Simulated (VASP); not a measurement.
# Ca in VASP: a series of runs, part 2 of 3

VASP 6.6.1. Earlier steps stand in the parts before.

## 3. Electric field gradients, PBE (x and y stretched by +3 %, z held)

Input file INCAR:

```
SYSTEM = Ca
PREC = Accurate
ENCUT = 520
EDIFF = 1E-8
ISMEAR = -1
SIGMA = 0.05
LREAL = .False.
LASPH = .True.
NELM = 80
ALGO = Normal
ISIF = 2
LWAVE = .False.
LCHARG = .False.
GGA = PE
LEFG = .True.
NBANDS = 11
```

Input file KPOINTS:

```
regular mesh
0
Gamma
  11 11 11
  0 0 0
```

Input file POSCAR:

```
Ca
1.0
    0.0000000000      2.8780260000      2.7942000000
    2.8780260000      0.0000000000      2.7942000000
    2.8780260000      2.8780260000      0.0000000000
Ca
1
Direct
    0.0000000000      0.0000000000      0.0000000000
```

Potentials or basis: VASP PAW PBE potentials, release 64 (Ca_sv).

Launch:

```sh
$ cat potpaw_PBE.64/Ca_sv/POTCAR > POTCAR
$ mpirun -np 1 vasp_std > vasp.out
```

OUTCAR:

```text
SYSTEM = Ca
   PREC = Accurate
   ENCUT = 520
   EDIFF = 1E-8
   ISMEAR = -1
   LREAL = .False.
   LASPH = .True.
   NELM = 80
   ISIF = 2
   GGA = PE

 ion  position               nearest neighbor table
   1  0.000  0.000  0.000-

  LATTYP: Found a body centered tetragonal cell.
 ALAT       =     4.0701434021
 C/A-ratio  =     1.3730228761

  Lattice vectors:

 A1 = (   0.0000000000,  -2.8780260000,  -2.7942000000)
 A2 = (   0.0000000000,   2.8780260000,  -2.7942000000)
 A3 = (   2.8780260000,   0.0000000000,   2.7942000000)

Analysis of symmetry for initial positions (statically):
=====================================================================
 Subroutine PRICEL returns:
 Original cell was already a primitive cell.

 Routine SETGRP: Setting up the symmetry group for a
 body centered tetragonal supercell.

 Subroutine GETGRP returns: Found 16 space group operations
 (whereof 16 operations were pure point group operations)
 out of a pool of 16 trial point group operations.

The static configuration has the point symmetry D_4h.

Analysis of symmetry for dynamics (positions and initial velocities):
=====================================================================
 Subroutine PRICEL returns:
 Original cell was already a primitive cell.

 Routine SETGRP: Setting up the symmetry group for a
 body centered tetragonal supercell.

 Subroutine GETGRP returns: Found 16 space group operations
 (whereof 16 operations were pure point group operations)
 out of a pool of 16 trial point group operations.

The dynamic configuration has the point symmetry D_4h.

 Subroutine INISYM returns: Found 16 space group operations
 (whereof 16 operations are pure point group operations),
 and found     1 'primitive' translations

----------------------------------------------------------------------------------------

                                     Primitive cell

  volume of cell :      46.2889

  direct lattice vectors                    reciprocal lattice vectors
     0.000000000  2.878026000  2.794200000    -0.173730189  0.173730189  0.178942094
     2.878026000  0.000000000  2.794200000     0.173730189 -0.173730189  0.178942094
     2.878026000  2.878026000  0.000000000     0.173730189  0.173730189 -0.178942094

  length of vectors
     4.011307430  4.011307430  4.070143402     0.303948400  0.303948400  0.303948400

  position of ions in fractional coordinates (direct lattice)
     0.000000000  0.000000000  0.000000000

  ion indices of the primitive-cell ions
   primitive index   ion index
                 1           1

----------------------------------------------------------------------------------------

 KPOINTS: regular mesh

Automatic generation of k-mesh.
 Grid dimensions read from file:
 generate k-points for:   11   11   11

 Generating k-lattice:

  Cartesian coordinates                     Fractional coordinates (reciprocal lattice)
[... 65 lines left out ...]
   NFREE  =      0    steps in history (QN), initial steepest desc. (CG)
   ISIF   =      2    stress and relaxation
   ISYM   =      2    0-nonsym 1-usesym 2-fastsym
   POTIM  = 0.5000    time-step for ionic-motion
   TEBEG  =    0.0;   TEEND  =   0.0 temperature during run
   PSTRESS=    0.0 pullay stress
   NELECT =      10.0000    total number of electrons
   NUPDOWN=      -1.0000    fix difference up-down
   EMIN   =  10.00;   EMAX   =-10.00  energy-range for DOS
   EFERMI =   0.00;   METHOD = LEGACY
   ISMEAR =    -1;   SIGMA  =   0.05  broadening in eV -4-tet -1-fermi 0-gaus
   EFERMI_NEDOS =   21; number of points for ismear=-14 and -15
   IALGO  =     38    algorithm
   IMIX   =      4    mixing-type and parameters
     AMIX     =   0.40;   BMIX     =  1.00
     AMIX_MAG =   1.60;   BMIX_MAG =  1.00
  volume/ion in A,a.u.               =      46.29       312.37
  Fermi-wavevector in a.u.,A,eV,Ry     =   0.982311  1.856299 13.128748  0.964936
  Thomas-Fermi vector in A             =   2.113384
   LORBIT       =      0    0 simple, 1 ext, 2 COOP (PROOUT), +10 PAW based schemes
   GGA     = PE    functional components
   LHFCALC =     F    Hartree Fock is set to
   AEXX    =    0.0000 exact exchange contribution
   IVDW    =     0    specifies the selected vdW correction
   LEPSILON=     F    determine dielectric tensor
   LRPA    =     F    only Hartree local field effects (RPA)
 non-spin polarized calculation
  energy-cutoff  :      520.00
  volume of cell :       46.29
 maximum number of plane-waves:      1271
 NGX is ok and might be reduce to    30
   NGX = 15   NGY = 15   NGZ = 15

 number of electron      10.0000003 magnetization

 Free energy of the ion-electron system (eV)
  ---------------------------------------------------
  ext. energy  EPLUGINS =         0.00000000
  ---------------------------------------------------
  free energy    TOTEN  =        -1.91703550 eV

  energy without entropy =       -1.90572173  energy(sigma->0) =       -1.91137861

 E-fermi :   1.6055     XC(G=0):  -7.4555

 val. band max:        1.6048211783   @ k =  -0.3636   0.4545   0.0909
 cond. band min:       1.6125585509   @ k =  -0.2727   0.3636   0.2727
 fundamental gap:      0.0077373726
 Fermi energy:         1.6055480643

 k-point     1 :       0.0000    0.0000    0.0000
  band No.  band energies     occupation
      1     -40.6269      2.00000
      2     -21.5530      2.00000
      3     -21.5530      2.00000
      4     -21.5519      2.00000
      5      -2.2524      2.00000
      6       3.7797      0.00000
      7       3.7797      0.00000
      8       3.8988      0.00000
      9       4.6967      0.00000
     10       4.8455      0.00000
     11      10.3399      0.00000
[... 309 lines left out ...]
 k-point    24 :      -0.1818    0.1818    0.0000
  band No.  band energies     occupation
      1     -40.6213      2.00000
      2     -21.6033      2.00000
      3     -21.5755      2.00000
      4     -21.5615      2.00000
      5      -0.9540      2.00000
      6       2.9300      0.00000
      7       3.6202      0.00000
      8       4.2233      0.00000
      9       4.2929      0.00000
     10       5.2080      0.00000
     11       8.5679      0.00000

 [... further k-points ...]
[... 5 lines left out ...]
  --------------------------------------------------------------------------------------
  -------------------------------------------------------------------------------------
  Total       -0.4119266     -0.4119266     -0.3641931      0.0000000     -0.0000000      0.0000000
  in kB      -14.2578333    -14.2578333    -12.6056552      0.0000000     -0.0000000      0.0000000
  external PRESSURE =     -13.7071073 kB  Pullay stress =       0.0000000 kB

 VOLUME and BASIS-vectors are now :
 -----------------------------------------------------------------------------
  energy-cutoff  :      520.00
  volume of cell :       46.29
      direct lattice vectors                 reciprocal lattice vectors
     0.000000000  2.878026000  2.794200000    -0.173730189  0.173730189  0.178942094
     2.878026000  0.000000000  2.794200000     0.173730189 -0.173730189  0.178942094
     2.878026000  2.878026000  0.000000000     0.173730189  0.173730189 -0.178942094

 POSITION                                       TOTAL-FORCE (eV/Angst)
 -----------------------------------------------------------------------------------
      0.00000      0.00000      0.00000        -0.000000     -0.000000      0.000000
 -----------------------------------------------------------------------------------
    total drift:                               -0.000000     -0.000000     -0.000000

  FREE ENERGIE OF THE ION-ELECTRON SYSTEM (eV)
  ---------------------------------------------------
  free  energy   TOTEN  =        -1.9170354975 eV

  energy  without entropy=       -1.9057217276  energy(sigma->0) =       -1.91137861

 Electric field gradients (V/A^2)
---------------------------------------------------------------------
 ion       V_xx      V_yy      V_zz      V_xy      V_xz      V_yz
---------------------------------------------------------------------
   1       0.022     0.022    -0.044     0.000     0.001     0.001
---------------------------------------------------------------------

 Electric field gradients after diagonalization (V/A^2)
 (convention: |V_zz| > |V_xx| > |V_yy|)
----------------------------------------------------------------------
 ion       V_xx      V_yy      V_zz     asymmetry (V_yy - V_xx)/ V_zz
----------------------------------------------------------------------
   1       0.022     0.022    -0.044       0.012
----------------------------------------------------------------------

           NMR quadrupolar parameters

 Cq : quadrupolar parameter    Cq=e*Q*V_zz/h
 eta: asymmetry parameters     (V_yy - V_xx)/ V_zz
 Q  : nuclear electric quadrupole moment in mb (millibarn)
----------------------------------------------------------------------
 ion       Cq(MHz)       eta       Q (mb)
----------------------------------------------------------------------
   1      -0.000       0.012       1.000
----------------------------------------------------------------------
```

stdout:

```text
POSCAR found type information on POSCAR Ca
 POSCAR found :  1 types and       1 ions
 scaLAPACK will be used
 LDA part: xc-table for (Slater+PW92), standard interpolation
 POSCAR, INCAR and KPOINTS ok, starting setup
 FFT: planning ... GRIDC
 FFT: planning ... GRID_SOFT
 FFT: planning ... GRID
 WAVECAR not read
 entering main loop
ion   1
```

Wall time 86 s (1 thread of AMD EPYC 7R13 (Zen 3), shared host); peak memory 0.18 GiB.

What came out:

| Property | Result |
| --- | --- |
| Free energy | -1.9170 eV |
| Pressure | -1.4 GPa |
| Band gap on the k mesh | zero (band 5 reaches 1.80 eV, above the bottom of band 6 at 1.44 eV) |

Caveat: the cell differs from its parent crystal (x and y stretched by +3 %, z held); without QUAD_EFG the Cq values of the log hold for a quadrupole moment of 1 mb, not for the nuclei.

## 4. Electric field gradients, PBE (volume scaled by 0.9405)

Input file INCAR:

```
SYSTEM = Ca
PREC     = Accurate       ! precision mode
ENCUT    = 520            ! plane-wave cutoff, eV
EDIFF    = 1E-8           ! SCF threshold, eV
ISMEAR   = -1             ! smearing method
SIGMA    = 0.05           ! smearing width, eV
LREAL    = .False.        ! projectors in reciprocal space
LASPH    = .True.         ! aspherical terms in the spheres
NELM     = 60             ! most SCF steps
ALGO     = Normal         ! electronic algorithm
ISIF     = 2              ! what is computed and relaxed
LWAVE    = .False.        ! write WAVECAR
LCHARG   = .False.        ! write CHGCAR
GGA      = PE             ! functional
LEFG     = .True.       
NBANDS   = 11             ! bands
```

Input file KPOINTS:

```
Automatic mesh
0
Gamma
  11 11 11
  0 0 0
```

Input file POSCAR:

```
Ca
1.0
    0.0000000000      2.7376447309      2.7376447309
    2.7376447309      0.0000000000      2.7376447309
    2.7376447309      2.7376447309      0.0000000000
Ca
1
Direct
    0.0000000000      0.0000000000      0.0000000000
```

Potentials or basis: VASP PAW PBE potentials, release 64 (Ca_sv).

Launch:

```sh
$ cat potpaw_PBE.64/Ca_sv/POTCAR > POTCAR
$ mpirun -np 1 vasp_std > vasp.out
```

OUTCAR:

```text
SYSTEM = Ca
   PREC = Accurate
   ENCUT = 520
   EDIFF = 1E-8
   ISMEAR = -1
   LREAL = .False.
   LASPH = .True.
   NELM = 60
   ISIF = 2
   GGA = PE

 ion  position               nearest neighbor table
   1  0.000  0.000  0.000-

  LATTYP: Found a face centered cubic cell.
 ALAT       =     5.4752894618

  Lattice vectors:

 A1 = (   0.0000000000,   2.7376447309,   2.7376447309)
 A2 = (   2.7376447309,   0.0000000000,   2.7376447309)
 A3 = (   2.7376447309,   2.7376447309,   0.0000000000)

Analysis of symmetry for initial positions (statically):
=====================================================================
 Subroutine PRICEL returns:
 Original cell was already a primitive cell.

 Routine SETGRP: Setting up the symmetry group for a
 face centered cubic supercell.

 Subroutine GETGRP returns: Found 48 space group operations
 (whereof 48 operations were pure point group operations)
 out of a pool of 48 trial point group operations.

The static configuration has the point symmetry O_h .

Analysis of symmetry for dynamics (positions and initial velocities):
=====================================================================
 Subroutine PRICEL returns:
 Original cell was already a primitive cell.

 Routine SETGRP: Setting up the symmetry group for a
 face centered cubic supercell.

 Subroutine GETGRP returns: Found 48 space group operations
 (whereof 48 operations were pure point group operations)
 out of a pool of 48 trial point group operations.

The dynamic configuration has the point symmetry O_h .

 Subroutine INISYM returns: Found 48 space group operations
 (whereof 48 operations are pure point group operations),
 and found     1 'primitive' translations

----------------------------------------------------------------------------------------

                                     Primitive cell

  volume of cell :      41.0356

  direct lattice vectors                    reciprocal lattice vectors
     0.000000000  2.737644731  2.737644731    -0.182638746  0.182638746  0.182638746
     2.737644731  0.000000000  2.737644731     0.182638746 -0.182638746  0.182638746
     2.737644731  2.737644731  0.000000000     0.182638746  0.182638746 -0.182638746

  length of vectors
     3.871614307  3.871614307  3.871614307     0.316339587  0.316339587  0.316339587

  position of ions in fractional coordinates (direct lattice)
     0.000000000  0.000000000  0.000000000

  ion indices of the primitive-cell ions
   primitive index   ion index
                 1           1

----------------------------------------------------------------------------------------

 KPOINTS: Automatic mesh

Automatic generation of k-mesh.
 Grid dimensions read from file:
 generate k-points for:   11   11   11

 Generating k-lattice:
[... 64 lines left out ...]
   EDIFFG = 0.1E-06   stopping-criterion for IOM
   NSW    =      0    number of steps for IOM
   IBRION =     -1    ionic relax: 0-MD 1-quasi-New 2-CG
   NFREE  =      0    steps in history (QN), initial steepest desc. (CG)
   ISIF   =      2    stress and relaxation
   ISYM   =      2    0-nonsym 1-usesym 2-fastsym
   POTIM  = 0.5000    time-step for ionic-motion
   TEBEG  =    0.0;   TEEND  =   0.0 temperature during run
   PSTRESS=    0.0 pullay stress
   NELECT =      10.0000    total number of electrons
   NUPDOWN=      -1.0000    fix difference up-down
   EMIN   =  10.00;   EMAX   =-10.00  energy-range for DOS
   EFERMI =   0.00;   METHOD = LEGACY
   ISMEAR =    -1;   SIGMA  =   0.05  broadening in eV -4-tet -1-fermi 0-gaus
   EFERMI_NEDOS =   21; number of points for ismear=-14 and -15
   IALGO  =     38    algorithm
   IMIX   =      4    mixing-type and parameters
     AMIX     =   0.40;   BMIX     =  1.00
     AMIX_MAG =   1.60;   BMIX_MAG =  1.00
  volume/ion in A,a.u.               =      41.04       276.92
  Fermi-wavevector in a.u.,A,eV,Ry     =   1.022558  1.932354 14.226576  1.045624
  Thomas-Fermi vector in A             =   2.156243
   LORBIT       =      0    0 simple, 1 ext, 2 COOP (PROOUT), +10 PAW based schemes
   GGA     = PE    functional components
   LHFCALC =     F    Hartree Fock is set to
   AEXX    =    0.0000 exact exchange contribution
   IVDW    =     0    specifies the selected vdW correction
   LEPSILON=     F    determine dielectric tensor
   LRPA    =     F    only Hartree local field effects (RPA)
 non-spin polarized calculation
  energy-cutoff  :      520.00
  volume of cell :       41.04
 maximum number of plane-waves:      1123
 NGX is ok and might be reduce to    30
   NGX = 15   NGY = 15   NGZ = 15

 number of electron      10.0000002 magnetization

 Free energy of the ion-electron system (eV)
  ---------------------------------------------------
  ext. energy  EPLUGINS =         0.00000000
  ---------------------------------------------------
  free energy    TOTEN  =        -1.93356506 eV

  energy without entropy =       -1.92274015  energy(sigma->0) =       -1.92815261

 E-fermi :   2.0685     XC(G=0):  -7.8225

 val. band max:        2.0032591744   @ k =  -0.4545   0.1818   0.0000
 cond. band min:       2.0747879999   @ k =  -0.3636   0.3636   0.0909
 fundamental gap:      0.0715288255
 Fermi energy:         2.0684527090

 k-point     1 :       0.0000    0.0000    0.0000
  band No.  band energies     occupation
      1     -39.8791      2.00000
      2     -20.7924      2.00000
      3     -20.7924      2.00000
      4     -20.7924      2.00000
      5      -2.0033      2.00000
      6       4.4477      0.00000
      7       4.4477      0.00000
      8       4.4477      0.00000
      9       5.5537      0.00000
     10       5.5537      0.00000
     11      11.3125      0.00000
[... 309 lines left out ...]
 k-point    24 :      -0.1818    0.1818    0.0000
  band No.  band energies     occupation
      1     -39.8688      2.00000
      2     -20.8768      2.00000
      3     -20.8280      2.00000
      4     -20.8032      2.00000
      5      -0.5566      2.00000
      6       3.4129      0.00000
      7       4.1866      0.00000
      8       4.9616      0.00000
      9       5.0330      0.00000
     10       6.0561      0.00000
     11       9.7308      0.00000

 [... further k-points ...]
[... 5 lines left out ...]
  --------------------------------------------------------------------------------------
  -------------------------------------------------------------------------------------
  Total        0.1313432      0.1313432      0.1313432      0.0000000      0.0000000     -0.0000000
  in kB        5.1281046      5.1281046      5.1281046      0.0000000      0.0000000     -0.0000000
  external PRESSURE =       5.1281046 kB  Pullay stress =       0.0000000 kB

 VOLUME and BASIS-vectors are now :
 -----------------------------------------------------------------------------
  energy-cutoff  :      520.00
  volume of cell :       41.04
      direct lattice vectors                 reciprocal lattice vectors
     0.000000000  2.737644731  2.737644731    -0.182638746  0.182638746  0.182638746
     2.737644731  0.000000000  2.737644731     0.182638746 -0.182638746  0.182638746
     2.737644731  2.737644731  0.000000000     0.182638746  0.182638746 -0.182638746

 POSITION                                       TOTAL-FORCE (eV/Angst)
 -----------------------------------------------------------------------------------
      0.00000      0.00000      0.00000         0.000000     -0.000000      0.000000
 -----------------------------------------------------------------------------------
    total drift:                               -0.000000     -0.000000      0.000000

  FREE ENERGIE OF THE ION-ELECTRON SYSTEM (eV)
  ---------------------------------------------------
  free  energy   TOTEN  =        -1.9335650623 eV

  energy  without entropy=       -1.9227401484  energy(sigma->0) =       -1.92815261

 Electric field gradients (V/A^2)
---------------------------------------------------------------------
 ion       V_xx      V_yy      V_zz      V_xy      V_xz      V_yz
---------------------------------------------------------------------
   1      -0.000     0.000     0.000    -0.000    -0.000    -0.000
---------------------------------------------------------------------

 Electric field gradients after diagonalization (V/A^2)
 (convention: |V_zz| > |V_xx| > |V_yy|)
----------------------------------------------------------------------
 ion       V_xx      V_yy      V_zz     asymmetry (V_yy - V_xx)/ V_zz
----------------------------------------------------------------------
   1       0.000     0.000    -0.000       0.000
----------------------------------------------------------------------

           NMR quadrupolar parameters

 Cq : quadrupolar parameter    Cq=e*Q*V_zz/h
 eta: asymmetry parameters     (V_yy - V_xx)/ V_zz
 Q  : nuclear electric quadrupole moment in mb (millibarn)
----------------------------------------------------------------------
 ion       Cq(MHz)       eta       Q (mb)
----------------------------------------------------------------------
   1      -0.000       0.000       1.000
----------------------------------------------------------------------
```

It took 27 s on 1 thread of Intel Xeon 6975P-C, shared host; peak memory 0.18 GiB.

Results:

- Free energy: -1.9336 eV
- Pressure: 0.5 GPa
- Band gap on the k mesh: zero (band 5 reaches 2.21 eV, above the bottom of band 6 at 1.97 eV)

Caveat: without QUAD_EFG the Cq values of the log hold for a quadrupole moment of 1 mb, not for the nuclei.

(Part 2 of 3 ends here.)
